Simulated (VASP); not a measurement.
# Co in VASP: further runs, part 2 of 2

VASP 6.6.1. Earlier steps stand in the parts before.

## Step 3: Single point, BLYP, collinear spin, ferromagnetic start (9.90 Å³/atom)

This run uses another cell than the first one, of 9.90 Å³/atom.

Contents of INCAR:

```
SYSTEM = Co
PREC     = Accurate       ! precision mode
ENCUT    = 520            ! plane-wave cutoff, eV
EDIFF    = 1E-7           ! SCF threshold, eV
ISMEAR   = -1             ! smearing method
SIGMA    = 0.05           ! smearing width, eV
LREAL    = .False.        ! projectors in reciprocal space
LASPH    = .True.         ! aspherical terms in the spheres
NELM     = 150            ! most SCF steps
ALGO     = Normal         ! electronic algorithm
ISIF     = 2              ! what is computed and relaxed
LWAVE    = .False.        ! write WAVECAR
LCHARG   = .False.        ! write CHGCAR
ISPIN    = 2              ! spin polarisation
MAGMOM   = -1.668 -1.668  ! initial moments
LORBIT   = 11             ! projections on sites
LMAXMIX  = 4              ! l up to which the mixer works
GGA      = B5             ! functional
ALDAX    = 1.0          
AGGAX    = 1.0          
AGGAC    = 1.0          
ALDAC    = 0.0          
NBANDS   = 20             ! bands
```

Contents of KPOINTS:

```
Automatic mesh
0
Gamma
  14 14 10
  0 0 0
```

Contents of POSCAR:

```
Co
1.0
    2.4113343318      0.0000000000      0.0000000000
    0.0000000000      2.4113343318      0.0000000000
    0.0000000000      0.0000000000      3.4064345043
Co
2
Direct
    0.0000000000      0.0000000000      0.0000000000
    0.5000000000      0.5000000000      0.5000000000
```

Potentials or basis: VASP PAW PBE potentials, release 64 (Co).

Command:

```
$ cat potpaw_PBE.64/Co/POTCAR > POTCAR
$ mpirun -np 1 vasp_std > vasp.out
```

OUTCAR:

```text
SYSTEM = Co
   PREC = Accurate
   ENCUT = 520
   EDIFF = 1E-7
   ISMEAR = -1
   LREAL = .False.
   LASPH = .True.
   NELM = 150
   ISIF = 2
   ISPIN = 2
   LORBIT = 11
   GGA = B5

 ion  position               nearest neighbor table
   1  0.000  0.000  0.000-   2 2.41   2 2.41   2 2.41   2 2.41   2 2.41   2 2.41   2 2.41   2 2.41

   2  0.500  0.500  0.500-   1 2.41   1 2.41   1 2.41   1 2.41   1 2.41   1 2.41   1 2.41   1 2.41

  LATTYP: Found a simple tetragonal cell.
 ALAT       =     2.4113343318
 C/A-ratio  =     1.4126761517

  Lattice vectors:

 A1 = (   2.4113343318,   0.0000000000,   0.0000000000)
 A2 = (   0.0000000000,   2.4113343318,   0.0000000000)
 A3 = (   0.0000000000,   0.0000000000,   3.4064345043)

Analysis of symmetry for initial positions (statically):
=====================================================================
 Subroutine PRICEL returns following result:

  LATTYP: Found a body centered tetragonal cell.
 ALAT       =     2.4113343318
 C/A-ratio  =     1.4126761517
[... 12 lines left out ...]
 Subroutine GETGRP returns: Found 16 space group operations
 (whereof 16 operations were pure point group operations)
 out of a pool of 16 trial point group operations.

The static configuration has the point symmetry D_4h.

Analysis of symmetry for dynamics (positions and initial velocities):
=====================================================================
 Subroutine PRICEL returns following result:

  LATTYP: Found a body centered tetragonal cell.
 ALAT       =     2.4113343318
 C/A-ratio  =     1.4126761517
[... 12 lines left out ...]
 Subroutine GETGRP returns: Found 16 space group operations
 (whereof 16 operations were pure point group operations)
 out of a pool of 16 trial point group operations.

The dynamic configuration has the point symmetry D_4h.

Analysis of structural, dynamic, and magnetic symmetry:
=====================================================================
 Subroutine PRICEL returns following result:

  LATTYP: Found a body centered tetragonal cell.
 ALAT       =     2.4113343318
[... 151 lines left out ...]
   NGX =  9   NGY =  9   NGZ = 13

 number of electron      17.9999999 magnetization      -3.0695744

 Free energy of the ion-electron system (eV)
  ---------------------------------------------------
  ext. energy  EPLUGINS =         0.00000000
  ---------------------------------------------------
  free energy    TOTEN  =       -11.81475582 eV

  energy without entropy =      -11.79711956  energy(sigma->0) =      -11.80593769

 E-fermi :  12.1618     XC(G=0): -13.3340

 val. band max:       12.1600359347   @ k =   0.3571   0.0000   0.5000
 cond. band min:      12.1630423421   @ k =   0.1429   0.0000   0.0000
 fundamental gap:      0.0030064073
 Fermi energy:        12.1618086238

 spin component 1

 k-point     1 :       0.0000    0.0000    0.0000
  band No.  band energies     occupation
      1       2.8738      1.00000
      2       7.5635      1.00000
      3       8.2977      1.00000
      4      10.8132      1.00000
      5      10.8132      1.00000
      6      10.8235      1.00000
[... 541 lines left out ...]
     19      36.7412      0.00000
     20      41.5052      0.00000

 [... further k-points ...]

 spin component 2

 k-point     1 :       0.0000    0.0000    0.0000
  band No.  band energies     occupation
      1       2.8088      1.00000
      2       6.4926      1.00000
      3       7.1389      1.00000
      4       9.3646      1.00000
      5       9.3646      1.00000
      6       9.3702      1.00000
[... 541 lines left out ...]
     19      36.4888      0.00000
     20      40.9673      0.00000

 [... further k-points ...]
[... 5 lines left out ...]
  --------------------------------------------------------------------------------------
  -------------------------------------------------------------------------------------
  Total        4.4120080      4.4120080      4.4294434      0.0000000      0.0000000     -0.0000000
  in kB      356.8880210    356.8880210    358.2983751      0.0000000      0.0000000     -0.0000000
  external PRESSURE =     357.3581391 kB  Pullay stress =       0.0000000 kB

 VOLUME and BASIS-vectors are now :
 -----------------------------------------------------------------------------
  energy-cutoff  :      520.00
  volume of cell :       19.81
      direct lattice vectors                 reciprocal lattice vectors
     2.411334332  0.000000000  0.000000000     0.414708150  0.000000000  0.000000000
     0.000000000  2.411334332  0.000000000     0.000000000  0.414708150  0.000000000
     0.000000000  0.000000000  3.406434504     0.000000000  0.000000000  0.293562080

 POSITION                                       TOTAL-FORCE (eV/Angst)
 -----------------------------------------------------------------------------------
      0.00000      0.00000      0.00000         0.000000      0.000000      0.000000
      1.20567      1.20567      1.70322         0.000000     -0.000000     -0.000000
 -----------------------------------------------------------------------------------
    total drift:                                0.000000     -0.000000     -0.000000

  FREE ENERGIE OF THE ION-ELECTRON SYSTEM (eV)
  ---------------------------------------------------
  free  energy   TOTEN  =       -11.8147558227 eV

  energy  without entropy=      -11.7971195646  energy(sigma->0) =      -11.80593769

 total charge

# of ion       s       p       d       tot
------------------------------------------
    1        0.525   0.586   7.378   8.489
    2        0.525   0.586   7.378   8.489
--------------------------------------------------
tot          1.050   1.172  14.757  16.978

 magnetization (x)

# of ion       s       p       d       tot
------------------------------------------
    1        0.014   0.046  -1.593  -1.533
    2        0.014   0.046  -1.593  -1.533
--------------------------------------------------
tot          0.027   0.091  -3.185  -3.066
```

stdout:

```text
POSCAR found type information on POSCAR Co
 POSCAR found :  1 types and       2 ions
 scaLAPACK will be used
 -----------------------------------------------------------------------------
|                                                                             |
|                                                                             |
|     You enforced a specific xc type in the INCAR file but a different       |
|     I HOPE YOU KNOW WHAT YOU ARE DOING!                                     |
|                                                                             |
 -----------------------------------------------------------------------------

 LDA part: xc-table for (Slater(with rela. corr.)+VWN5), standard interpolation
 POSCAR, INCAR and KPOINTS ok, starting setup
 FFT: planning ... GRIDC
 FFT: planning ... GRID_SOFT
 FFT: planning ... GRID
 WAVECAR not read
 entering main loop
```

Run time: 69 s. Hardware: 1 thread of Intel Xeon 6975P-C (Granite Rapids), shared host; peak memory 0.22 GiB.

Results:

```yaml
Free_energy: -11.8148 eV
Pressure: 35.7 GPa
Net_moment: -3.07 μB per cell
Site_moments: Co -1.53 μB
Valence_electrons_inside_the_program's_atomic_spheres: Co 8.49
```

Stress tensor (GPa, compression positive):
```
35.69  0.00  0.00
 0.00 35.69  0.00
 0.00  0.00 35.83
```

Caveat: the cell stands under pressure; the PAW data sets were made with another functional, which shifts forces and pressure a little.

## Step 4: Relaxation of cell and atoms, BLYP, collinear spin, antiferromagnetic start

This run uses another cell than the first one, of 11.07 Å³/atom.

Contents of INCAR:

```
SYSTEM = Co
PREC = Accurate ; ENCUT = 600
EDIFF = 1E-6 ; ISMEAR = -1
SIGMA = 0.05 ; LREAL = .False.
LASPH = .True. ; NELM = 150
ALGO = Normal ; ISIF = 3
LWAVE = .False. ; LCHARG = .False.
ISPIN = 2 ; MAGMOM = 1.7 -1.7
LORBIT = 11 ; LMAXMIX = 4
GGA = B5 ; ALDAX = 1.0
AGGAX = 1.0 ; AGGAC = 1.0
ALDAC = 0.0 ; IBRION = 2
NSW = 80 ; EDIFFG = -0.01
```

Contents of KPOINTS:

```
regular mesh
0
Gamma
  12 12 9
  0 0 0
```

Contents of POSCAR:

```
Co
1.0
    2.5018880127      0.0000000000      0.0000000000
    0.0000000000      2.5018880127      0.0000000000
    0.0000000000      0.0000000000      3.5382039592
Co
2
Direct
    0.0000000000      0.0000000000      0.0000000000
    0.5000000000      0.5000000000      0.5000000000
```

Potentials or basis: VASP PAW PBE potentials, release 64 (Co).

Command:

```
$ cat potpaw_PBE.64/Co/POTCAR > POTCAR
$ mpirun -np 1 vasp_std > vasp.out
```

OUTCAR:

```text
SYSTEM = Co
   PREC = Accurate
   ENCUT = 600
   EDIFF = 1E-6
   ISMEAR = -1
   LREAL = .False.
   LASPH = .True.
   NELM = 150
   ISIF = 3
   ISPIN = 2
   LORBIT = 11
   GGA = B5
   IBRION = 2
   NSW = 80
   EDIFFG = -0.01

 ion  position               nearest neighbor table
   1  0.000  0.000  0.000-   2 2.50   2 2.50   2 2.50   2 2.50   2 2.50   2 2.50   2 2.50   2 2.50

   2  0.500  0.500  0.500-   1 2.50   1 2.50   1 2.50   1 2.50   1 2.50   1 2.50   1 2.50   1 2.50

  LATTYP: Found a simple tetragonal cell.
 ALAT       =     2.5018880127
 C/A-ratio  =     1.4142135624

  Lattice vectors:

 A1 = (   2.5018880127,   0.0000000000,   0.0000000000)
 A2 = (   0.0000000000,   2.5018880127,   0.0000000000)
 A3 = (   0.0000000000,   0.0000000000,   3.5382039592)

Analysis of symmetry for initial positions (statically):
=====================================================================
[... 725 lines left out ...]
      6      10.2685      0.99987
      7      10.6082      0.89546
      8      10.8054      0.14235
      9      10.8411      0.07519
     10      11.2040      0.00006
     11      11.6499      0.00000
     12      15.2976      0.00000
     13      21.9978      0.00000

 [... further k-points ...]

 spin component 2

 k-point     1 :       0.0000    0.0000    0.0000
  band No.  band energies     occupation
      1       2.0712      1.00000
      2       6.2212      1.00000
      3       6.8271      1.00000
      4       8.9049      1.00000
      5       8.9049      1.00000
      6       8.9096      1.00000
      7      10.1521      0.99999
      8      10.1525      0.99999
      9      10.9980      0.00351
     10      11.2598      0.00002
     11      11.2598      0.00002
     12      13.6799      0.00000
     13      21.1760      0.00000
[... 397 lines left out ...]
  FREE ENERGIE OF THE ION-ELECTRON SYSTEM (eV)
  ---------------------------------------------------
  free  energy   TOTEN  =       -11.7381149883 eV

  energy  without entropy=      -11.7022330266  energy(sigma->0) =      -11.72017401

 reached required accuracy - stopping structural energy minimisation

 total charge

# of ion       s       p       d       tot
------------------------------------------
    1        0.484   0.504   7.330   8.318
    2        0.484   0.504   7.330   8.318
--------------------------------------------------
tot          0.968   1.008  14.660  16.636

 magnetization (x)

# of ion       s       p       d       tot
------------------------------------------
    1       -0.000  -0.000  -0.000  -0.000
    2        0.000   0.000   0.000   0.000
--------------------------------------------------
tot          0.000   0.000   0.000   0.000
```

It took 1.8 min on 1 thread of Intel Xeon 6975P-C (Granite Rapids), shared host; peak memory 0.2 GiB.

Results:

```
Free energy                                           : -11.7381 eV
Relaxed volume                                        : 10.74 Å³/atom
Relaxed cell                                          : a = 2.477 Å, b = 2.477 Å, c = 3.502 Å, α = 90.00°, β = 90.00°, γ = 90.00°
Space group after relaxing (to 0.1 Å)                 : Fm-3m (No. 225)
Energy gained by relaxing                             : 6.3 meV/atom
Ionic steps                                           : 4
Pressure after relaxing                               : 0.1 GPa
Band gap on the k mesh                                : zero (filled and empty bands overlap)
Net moment                                            : 0.00 μB per cell
Valence electrons inside the program's atomic spheres : Co 8.32
```

Step by step:
| step | energy change (eV) | largest force (eV/Å) | pressure (GPa) | volume (Å³) |
| --- | --- | --- | --- | --- |
| 1 | 0.0000 | 0.0000 | -6.10 | 22.15 |
| 2 | 0.0029 | 0.0000 | 7.66 | 20.82 |
| 3 | -0.0127 | 0.0000 | -0.11 | 21.50 |
| 4 | -0.0127 | 0.0000 | 0.08 | 21.49 |

Final structure:
```
CELL_PARAMETERS angstrom
2.47721 0.00000 0.00000
0.00000 2.47721 0.00000
0.00000 0.00000 3.50190
ATOMIC_POSITIONS crystal
Co 0.00000 0.00000 0.00000
Co 0.50000 0.50000 0.50000
```

Caveat: the moments typed at the start vanished in this run; the PAW data sets were made with another functional, which shifts forces and pressure a little.

The gap in the log of VASP goes by the Fermi energy; the results here count the filled bands.